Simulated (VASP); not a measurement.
# Cl (Im-3m) in VASP: further runs

Runs on Cl. Level: PBE. Tasks: single point.

Program: VASP 6.6.1. These are calculated values, not measurements. Logs are shortened: lines on timing, memory, paths and dates and some standing lists are left out, and cuts for length are marked.

**1. The cell of the first run**

It takes space group Im-3m (No. 229, cubic). The conventional cell has a = 2.785 Å, b = 2.785 Å, c = 2.785 Å, α = 90.00°, β = 90.00°, γ = 90.00°. Cl (site symmetry m-3m) has 14 Cl at 2.41 to 2.78 Å within 3.2 Å.

**2. Single point, PBE (volume scaled by 0.5)**

INCAR

```
SYSTEM = Cl
PREC = Accurate
ENCUT = 520
EDIFF = 1E-6
ISMEAR = -1
SIGMA = 0.1
LREAL = .FALSE.
LASPH = .TRUE.
NELM = 80
ALGO = Normal
ISIF = 2
LWAVE = .FALSE.
LCHARG = .FALSE.
GGA = PE
NBANDS = 10
```

KPOINTS

```
Automatic mesh
0
G
  17 17 17
  0 0 0
```

POSCAR

```
Cl
1.0
   -1.3924901419      1.3924901419      1.3924901419
    1.3924901419     -1.3924901419      1.3924901419
    1.3924901419      1.3924901419     -1.3924901419
Cl
1
Direct
    0.0000000000      0.0000000000      0.0000000000
```

Potentials or basis: VASP PAW PBE potentials, release 64 (Cl).

The run is started by

```sh
$ cat potpaw_PBE.64/Cl/POTCAR > POTCAR
$ mpirun -np 1 vasp_std > vasp.out
```

OUTCAR:

```text
SYSTEM = Cl
   PREC = Accurate
   ENCUT = 520
   EDIFF = 1E-6
   ISMEAR = -1
   LREAL = .FALSE.
   LASPH = .TRUE.
   NELM = 80
   ISIF = 2
   GGA = PE

 ion  position               nearest neighbor table
   1  0.000  0.000  0.000-

  LATTYP: Found a body centered cubic cell.
 ALAT       =     2.7849802838

  Lattice vectors:

 A1 = (  -1.3924901419,   1.3924901419,   1.3924901419)
 A2 = (   1.3924901419,  -1.3924901419,   1.3924901419)
 A3 = (   1.3924901419,   1.3924901419,  -1.3924901419)

Analysis of symmetry for initial positions (statically):
=====================================================================
 Subroutine PRICEL returns:
 Original cell was already a primitive cell.

 Routine SETGRP: Setting up the symmetry group for a
 body centered cubic supercell.

 Subroutine GETGRP returns: Found 48 space group operations
[... 9 lines left out ...]

 Routine SETGRP: Setting up the symmetry group for a
 body centered cubic supercell.

 Subroutine GETGRP returns: Found 48 space group operations
[... 11 lines left out ...]
                                     Primitive cell

  volume of cell :      10.8003

  direct lattice vectors                    reciprocal lattice vectors
    -1.392490142  1.392490142  1.392490142     0.000000000  0.359068969  0.359068969
     1.392490142 -1.392490142  1.392490142     0.359068969  0.000000000  0.359068969
     1.392490142  1.392490142 -1.392490142     0.359068969  0.359068969  0.000000000

  length of vectors
     2.411863675  2.411863675  2.411863675     0.507800206  0.507800206  0.507800206

  position of ions in fractional coordinates (direct lattice)
     0.000000000  0.000000000  0.000000000

  ion indices of the primitive-cell ions
   primitive index   ion index
                 1           1

----------------------------------------------------------------------------------------

 KPOINTS: Automatic mesh

Automatic generation of k-mesh.
 Grid dimensions read from file:
 generate k-points for:   17   17   17

 Generating k-lattice:

  Cartesian coordinates                     Fractional coordinates (reciprocal lattice)
     0.000000000  0.021121704  0.021121704     0.058823529  0.000000000  0.000000000
     0.021121704  0.000000000  0.021121704     0.000000000  0.058823529  0.000000000
     0.021121704  0.021121704  0.000000000     0.000000000  0.000000000  0.058823529

  Length of vectors
     0.029870600  0.029870600  0.029870600

  Shift w.r.t. Gamma in fractional coordinates (k-lattice)
     0.000000000  0.000000000  0.000000000

 Subroutine IBZKPT returns following result:
 ===========================================

 Found    165 irreducible k-points:

 Following reciprocal coordinates:
            Coordinates               Weight
  0.000000  0.000000  0.000000      1.000000
  0.058824  0.000000  0.000000     12.000000
  0.117647  0.000000  0.000000     12.000000
  0.176471  0.000000  0.000000     12.000000
  0.235294  0.000000  0.000000     12.000000
  0.294118  0.000000  0.000000     12.000000
[... 16 lines left out ...]
  0.411765  0.117647  0.000000     48.000000
  0.176471  0.176471  0.000000     24.000000
 [... further k-points ...]
   k-points           NKPTS =    165   k-points in BZ     NKDIM =    165   number of bands    NBANDS=     10
   number of dos      NEDOS =    301   number of ions     NIONS =      1
   total plane-waves  NPLWV =   5832
   dimension x,y,z NGX =    18 NGY =   18 NGZ =   18
   dimension x,y,z NGXF=    36 NGYF=   36 NGZF=   36
   ions per type =               1
   NGX,Y,Z   is equivalent  to a cutoff of  12.41, 12.41, 12.41 a.u.
   NGXF,Y,Z  is equivalent  to a cutoff of  24.81, 24.81, 24.81 a.u.
 SYSTEM =  Cl
   PREC   = accura    normal or accurate (medium, high low for compatibility)
   ISTART =      0    job   : 0-new  1-cont  2-samecut
   ICHARG =      2    charge: 1-file 2-atom 10-const
   ISPIN  =      1    spin polarized calculation?
   LNONCOLLINEAR =      F non collinear calculations
   LSORBIT =      F    spin-orbit coupling
   LASPH  =      T    aspherical Exc in radial PAW
   ENCUT  =  520.0 eV  38.22 Ry    6.18 a.u.   4.48  4.48  4.48*2*pi/ulx,y,z
   NELM   =     80;   NELMIN=  2; NELMDL= -5     # of ELM steps
   EDIFF  = 0.1E-05   stopping-criterion for ELM
   LREAL  =      F    real-space projection
   EDIFFG = 0.1E-04   stopping-criterion for IOM
   NSW    =      0    number of steps for IOM
   IBRION =     -1    ionic relax: 0-MD 1-quasi-New 2-CG
   NFREE  =      0    steps in history (QN), initial steepest desc. (CG)
   ISIF   =      2    stress and relaxation
   ISYM   =      2    0-nonsym 1-usesym 2-fastsym
   POTIM  = 0.5000    time-step for ionic-motion
   TEBEG  =    0.0;   TEEND  =   0.0 temperature during run
   PSTRESS=    0.0 pullay stress
   NELECT =       7.0000    total number of electrons
   NUPDOWN=      -1.0000    fix difference up-down
   EMIN   =  10.00;   EMAX   =-10.00  energy-range for DOS
   EFERMI =   0.00;   METHOD = LEGACY
   ISMEAR =    -1;   SIGMA  =   0.10  broadening in eV -4-tet -1-fermi 0-gaus
   EFERMI_NEDOS =   21; number of points for ismear=-14 and -15
   IALGO  =     38    algorithm
   IMIX   =      4    mixing-type and parameters
     AMIX     =   0.40;   BMIX     =  1.00
     AMIX_MAG =   1.60;   BMIX_MAG =  1.00
  volume/ion in A,a.u.               =      10.80        72.88
  Fermi-wavevector in a.u.,A,eV,Ry     =   1.416757  2.677283 27.309622  2.007201
  Thomas-Fermi vector in A             =   2.538058
   LORBIT       =      0    0 simple, 1 ext, 2 COOP (PROOUT), +10 PAW based schemes
   GGA     = PE    functional components
   LHFCALC =     F    Hartree Fock is set to
   AEXX    =    0.0000 exact exchange contribution
   IVDW    =     0    specifies the selected vdW correction
   LEPSILON=     F    determine dielectric tensor
   LRPA    =     F    only Hartree local field effects (RPA)
 non-spin polarized calculation
  energy-cutoff  :      520.00
  volume of cell :       10.80
 maximum number of plane-waves:       321
 NGX is ok and might be reduce to    18
   NGX =  9   NGY =  9   NGZ =  9

 number of electron       6.9999997 magnetization

 Free energy of the ion-electron system (eV)
  ---------------------------------------------------
  ext. energy  EPLUGINS =         0.00000000
  ---------------------------------------------------
  free energy    TOTEN  =         0.99768119 eV

  energy without entropy =        1.02295661  energy(sigma->0) =        1.01031890

 E-fermi :  13.0082     XC(G=0): -13.1137

 val. band max:       13.0060718498   @ k =  -0.1765   0.2353   0.1176
 cond. band min:      13.0087853787   @ k =  -0.3529  -0.4706   0.1176
 fundamental gap:      0.0027135289
 Fermi energy:        13.0082214263

 k-point     1 :       0.0000    0.0000    0.0000
  band No.  band energies     occupation
      1     -10.0082      2.00000
      2      15.3431      0.00000
      3      15.3431      0.00000
      4      15.3431      0.00000
      5      26.3023      0.00000
      6      26.3023      0.00000
      7      26.3023      0.00000
      8      31.1372      0.00000
      9      31.1372      0.00000
     10      31.3347      0.00000

 k-point     2 :       0.0588    0.0000    0.0000
  band No.  band energies     occupation
      1      -9.8934      2.00000
      2      14.7998      0.00000
      3      15.1081      0.00000
      4      15.3054      0.00000
      5      25.9923      0.00000
      6      26.2775      0.00000
      7      26.7599      0.00000
      8      30.4577      0.00000
      9      31.0341      0.00000
     10      31.6759      0.00000

 k-point     3 :       0.1176    0.0000    0.0000
  band No.  band energies     occupation
      1      -9.5502      2.00000
      2      13.3624      0.05627
      3      14.5097      0.00000
      4      15.1963      0.00000
      5      25.2210      0.00000
      6      25.8118      0.00000
      7      28.0238      0.00000
      8      29.7536      0.00000
      9      30.8551      0.00000
     10      32.6750      0.00000

 k-point     4 :       0.1765    0.0000    0.0000
  band No.  band energies     occupation
      1      -8.9833      2.00000
      2      11.3914      2.00000
      3      13.7502      0.00120
      4      15.0281      0.00000
      5      24.2679      0.00000
      6      24.7091      0.00000
      7      29.8830      0.00000
      8      29.9058      0.00000
      9      30.8112      0.00000
     10      34.1920      0.00000

 k-point     5 :       0.2353    0.0000    0.0000
  band No.  band energies     occupation
      1      -8.2025      2.00000
      2       9.1767      2.00000
      3      12.9872      1.10475
      4      14.8222      0.00000
      5      23.3292      0.00000
      6      23.4815      0.00000
      7      30.5543      0.00000
      8      31.0284      0.00000
      9      32.1623      0.00000
     10      35.9793      0.00000

 k-point     6 :       0.2941    0.0000    0.0000
  band No.  band energies     occupation
      1      -7.2267      2.00000
      2       6.9134      2.00000
      3      12.3133      1.99808
      4      14.6068      0.00000
      5      22.4211      0.00000
      6      22.5106      0.00000
      7      31.4371      0.00000
      8      31.5514      0.00000
      9      34.7322      0.00000
     10      37.7186      0.00000
[... 183 lines left out ...]
 k-point    21 :       0.2941    0.1176   -0.0000
  band No.  band energies     occupation
      1      -5.7902      2.00000
      2       4.9378      2.00000
      3      10.3764      2.00000
      4      13.5078      0.01344
      5      22.2336      0.00000
      6      23.8389      0.00000
      7      30.2385      0.00000
      8      33.8125      0.00000
      9      36.1393      0.00000
     10      39.8573      0.00000

 k-point    22 :       0.3529    0.1176   -0.0000
  band No.  band energies     occupation
      1      -4.6328      2.00000
      2       3.1276      2.00000
      3       9.9169      2.00000
      4      13.3048      0.09800
      5      21.8058      0.00000
      6      23.6070      0.00000
      7      31.1413      0.00000
      8      34.0808      0.00000
      9      38.0431      0.00000
     10      39.8818      0.00000

 k-point    23 :       0.4118    0.1176    0.0000
  band No.  band energies     occupation
      1      -3.7452      2.00000
      2       1.9000      2.00000
      3       9.6887      2.00000
      4      13.1972      0.26256
      5      21.5846      0.00000
      6      23.4895      0.00000
      7      32.2434      0.00000
      8      33.3725      0.00000
      9      39.4122      0.00000
     10      40.0891      0.00000

 k-point    24 :       0.1765    0.1765    0.0000
  band No.  band energies     occupation
      1      -7.0094      2.00000
      2       7.5445      2.00000
      3      10.5891      2.00000
      4      13.6618      0.00290
      5      23.1811      0.00000
      6      24.8391      0.00000
      7      29.7498      0.00000
      8      31.0219      0.00000
      9      34.6904      0.00000
     10      39.4040      0.00000

 [... further k-points ...]
[... 5 lines left out ...]
  --------------------------------------------------------------------------------------
  -------------------------------------------------------------------------------------
  Total        7.5683122      7.5683122      7.5683122      0.0000000      0.0000000     -0.0000000
  in kB     1122.7246082   1122.7246082   1122.7246082      0.0000000      0.0000000     -0.0000000
  external PRESSURE =    1122.7246082 kB  Pullay stress =       0.0000000 kB

 VOLUME and BASIS-vectors are now :
 -----------------------------------------------------------------------------
  energy-cutoff  :      520.00
  volume of cell :       10.80
      direct lattice vectors                 reciprocal lattice vectors
    -1.392490142  1.392490142  1.392490142     0.000000000  0.359068969  0.359068969
     1.392490142 -1.392490142  1.392490142     0.359068969  0.000000000  0.359068969
     1.392490142  1.392490142 -1.392490142     0.359068969  0.359068969  0.000000000

 POSITION                                       TOTAL-FORCE (eV/Angst)
 -----------------------------------------------------------------------------------
      0.00000      0.00000      0.00000         0.000000     -0.000000     -0.000000
 -----------------------------------------------------------------------------------
    total drift:                               -0.000000      0.000000     -0.000000

  FREE ENERGIE OF THE ION-ELECTRON SYSTEM (eV)
  ---------------------------------------------------
  free  energy   TOTEN  =         0.9976811931 eV

  energy  without entropy=        1.0229566061  energy(sigma->0) =        1.01031890
```

It took 5.4 s on 1 thread of AMD EPYC 9R45 (Zen 5), shared host; peak memory 0.09 GiB.

What came out:

```
Free energy : 0.9977 eV
Pressure    : 112.3 GPa
```

Caveat: an odd number of electrons without spin polarisation forces a metal; a magnetic or distorted state may lie lower.

**3. Single point, PBE (volume scaled by 0.5)**

INCAR

```
PREC = Accurate
ENCUT = 520
EDIFF = 1E-6
ISMEAR = -1
SIGMA = 0.1
LREAL = F
LASPH = T
NELM = 60
ALGO = Normal
ISIF = 2
LWAVE = F
LCHARG = F
GGA = PE
NBANDS = 10
```

KPOINTS

```
regular mesh
0
Gamma
  17 17 17
```

POSCAR is that of step 2.

Potentials or basis: VASP PAW PBE potentials, release 64 (Cl).

The run is started by

```sh
$ cat potpaw_PBE.64/Cl/POTCAR > POTCAR
$ mpirun -np 1 vasp_std > vasp.out
```

It took 5.4 s on 1 thread of AMD EPYC 9R45 (Zen 5), shared host; peak memory 0.09 GiB.

The run converged. Its results:

```yaml
Free_energy: 0.9977 eV
Pressure: 112.3 GPa
```

Levels at points of the mesh, in eV from the Fermi level:
| k point | band 1 | band 2 | band 3 | band 4 | band 5 | band 6 | band 7 | band 8 | band 9 |
| --- | --- | --- | --- | --- | --- | --- | --- | --- | --- |
| (0.00, 0.00, 0.00) | -23.02 | 2.33 | 2.33 | 2.33 | 13.29 | 13.29 | 13.29 | 18.13 | 18.13 |

Caveat: an odd number of electrons without spin polarisation forces a metal; a magnetic or distorted state may lie lower.

**4. Single point, PBE (volume scaled by 0.6)**

INCAR

```
SYSTEM = Cl
  PREC = Accurate
  ENCUT = 520
  EDIFF = 1E-7
  ISMEAR = -1
  SIGMA = 0.1
  LREAL = .False.
  LASPH = .True.
  NELM = 100
  ALGO = Normal
  ISIF = 2
  LWAVE = .False.
  LCHARG = .False.
  GGA = PE
  NBANDS = 10
```

KPOINTS

```
regular mesh
0
Gamma
  17 17 17
  0 0 0
```

POSCAR

```
Cl
1.0
   -1.4797415818      1.4797415818      1.4797415818
    1.4797415818     -1.4797415818      1.4797415818
    1.4797415818      1.4797415818     -1.4797415818
Cl
1
Direct
    0.0000000000      0.0000000000      0.0000000000
```

The run is started by

```sh
$ cat potpaw_PBE.64/Cl/POTCAR > POTCAR
$ mpirun -np 1 vasp_std > vasp.out
```

Wall time 7.3 s (1 thread of AMD EPYC 9R45 (Zen 5), shared host); peak memory 0.09 GiB.

The run converged. Its results:

- Free energy: -0.0846 eV
- Pressure: 54.9 GPa

Levels at points of the mesh, in eV from the Fermi level:
```csv
k point,band 1,band 2,band 3,band 4,band 5,band 6,band 7,band 8,band 9
"(0.00, 0.00, 0.00)",-20.28,1.68,1.68,1.68,13.67,13.67,13.67,15.11,17.89
```

Caveat: an odd number of electrons without spin polarisation forces a metal; a magnetic or distorted state may lie lower.

(Continued in part 2 of 2.)
